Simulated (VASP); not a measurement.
The system is As.

```
As
1.0
    -1.29045    1.29045    1.29045
     1.29045   -1.29045    1.29045
     1.29045    1.29045   -1.29045
As
1
Direct
  0.00000 0.00000 0.00000
```

Base run:

```yaml
Program: VASP 6.6.1
Functional: RPBE
Dispersion: D3(BJ)
Potentials_or_basis: VASP PAW PBE potentials, release 64 (As)
Cutoff: 500 eV
k_mesh: 16 × 16 × 16
Occupations: fermi-dirac, width 0.05 eV
Spin: no spin polarisation
```

Its results: pressure 294.5 GPa.

Problem. The run is repeated on the same cell with these changes: functional from RPBE to PBE; dispersion from D3(BJ) to none; cutoff from 500 eV to 520 eV. What comes out?

Solution. Pressure 378.5 GPa.

Several settings changed at once, so the effect can't be laid on one alone.

Caveats: the PAW data sets were made with another functional, which shifts forces and pressure a little (some runs); pairwise dispersion overbinds metals, which lowers pressure and volume (some runs).
